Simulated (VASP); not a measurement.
Wanted: the native input for a VASP 6.6.1 run.

| Item | Value |
| --- | --- |
| Task | single point |
| Functional | LDA |
| Potentials or basis | VASP PAW LDA potentials, release 64 (W_sv, S) |
| Cutoff | 520 eV |
| k mesh | 12 × 12 × 2 |
| Occupations | gaussian, width 0.05 eV |
| Spin | no spin polarisation |
| Dipole correction | no |
| Further INCAR settings | ALGO = Normal; EDIFF = 1e-07; NBANDS = 35 |

The structure of WS2 lies in POSCAR:

```
WS2
1.0
    2.9700959425      0.1719529230      0.1719529230
   -1.3361323717      2.4862020764      0.0629391381
    1.2838415798      1.2838415798     22.1754454697
W S
2 4
Direct
    0.3333333333      0.6666666667      0.6302757360
    0.6666666667      0.3333333333      0.3697242640
    0.3333333333      0.6666666667      0.3028928957
    0.6666666667      0.3333333333      0.5633280735
    0.3333333333      0.6666666667      0.4366719265
    0.6666666667      0.3333333333      0.6971071043
```

One way to write it, as run:

INCAR

```
  ALGO = Normal
  EDIFF = 1E-7
  ENCUT = 520
  ISIF = 2
  ISMEAR = 0
  LASPH = T
  LCHARG = F
  LREAL = F
  LWAVE = F
  NBANDS = 35
  NELM = 100
  PREC = Accurate
  SIGMA = 0.05
```

KPOINTS

```
k-points
0
Gamma
  12 12 2
```

Potentials or basis: VASP PAW LDA potentials, release 64 (W_sv, S).

The run is started by

```sh
$ cat potpaw_LDA.64/W_sv/POTCAR potpaw_LDA.64/S/POTCAR > POTCAR
$ mpirun -np 1 vasp_std > vasp.out
```

Results of the run:

```yaml
Largest_force: 6.505 eV/Å
Band_gap_on_the_k_mesh: 0.97 eV (least direct gap 1.36 eV)
```

Caveat: spin-orbit coupling is left out, which moves the levels of the heavy elements.

Wall time 25 min on 1 thread of Oxide Virtual Turin-like Processor, on a shared host, peak memory 0.7 GiB.
